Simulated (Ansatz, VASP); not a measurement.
C: VASP beside Ansatz

INCAR

```
ALGO = Normal
EDIFF = 1E-6
ENCUT = 520
GGA = PE
ISIF = 2
ISMEAR = 0
LASPH = T
LCHARG = F
LREAL = F
LWAVE = F
NBANDS = 11
NELM = 80
PREC = Accurate
SIGMA = 0.01
```

The input KPOINTS:

```
k-points
0
Gamma
  10 10 10
```

The input POSCAR:

```
C
1.0
    0.0000000000      1.8207944556      1.8207944556
    1.8207944556      0.0000000000      1.8207944556
    1.8207944556      1.8207944556      0.0000000000
C
2
Direct
    0.0000000000      0.0000000000      0.0000000000
    0.2500000000      0.2500000000      0.2500000000
```

Input for Ansatz:

```yaml
crystal:
  lattice:
    - [0.0, 1.8207944556, 1.8207944556]
    - [1.8207944556, 0.0, 1.8207944556]
    - [1.8207944556, 1.8207944556, 0.0]
  atoms:
    - { symbol: C, position: [0.0, 0.0, 0.0] }
    - { symbol: C, position: [0.25, 0.25, 0.25] }
kpoints:
  mp_grid: { grid: [10, 10, 10] }
hamiltonian:
  xc: pbe
scf:
  occupations: { method: fixed }
  n_extra_bands: 4
output:
  forces: true
  stress: true
  eigenvalues: true
```

Alike in both runs: task single point; functional PBE; k mesh 10 × 10 × 10; no spin polarisation.

```csv
,VASP,Ansatz
version,VASP 6.6.1,Ansatz 0.2.0
potentials or method,"VASP PAW PBE potentials, release 64 (C)","plane waves, PAW"
plane-wave cutoff (eV),520,420
occupations,"gaussian, width 0.01 eV",fixed
valence electrons in the cell,8,8
```

|  | VASP | Ansatz | Ansatz less VASP |
| --- | --- | --- | --- |
| gap on the k mesh at the Fermi level (eV) | 4.04 | 4.05 | +0.011 |
| pressure (GPa) | -22.2 | -22.6 | -0.44 |
